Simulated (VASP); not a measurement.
Runs of VASP 6.6.1 on HfO2. The structure is that of space group Fm-3m (No. 225), or close to it. The cells are those of the table. 

```tsv
level	cell	smearing	gap on the mesh (eV)	pressure (GPa)
r2SCAN	a = 3.577, b = 3.577, c = 3.622 Å, angles 59.6, 59.6, 59.2°, 3 atoms	gaussian 0.01 eV	4.32	-3.9
r2SCAN	a = 3.613, b = 3.613, c = 3.577 Å, angles 60.3, 60.3, 59.3°, 3 atoms	gaussian 0.01 eV	4.16	-8.9
PBE	a = 3.577 Å, angles 60.0°, 3 atoms	fermi-dirac 0.02 eV	3.82	(b)
PBE	a = 3.577, b = 3.577, c = 3.622 Å, angles 59.6, 59.6, 59.2°, 3 atoms	fermi-dirac 0.02 eV	3.82	2.2
PBE	a = 3.613, b = 3.613, c = 3.577 Å, angles 60.3, 60.3, 59.3°, 3 atoms	fermi-dirac 0.02 eV	(c)	(a)
```

Alike in all rows: task single point; potentials or basis VASP PAW PBE potentials, release 64 (Hf_pv, O); no spin polarisation; k mesh 8 × 8 × 8; cutoff (eV) 520.

Q: Estimate the missing entries.

A: (a) -2.8; (b) 2.1; (c) 3.65.

Caveats: spin-orbit coupling is left out, which moves the levels of the heavy elements; the PAW data sets were made with another functional, which shifts forces and pressure a little (some runs).

A k mesh can miss the band edges, and the runs leave out spin-orbit coupling on Hf.
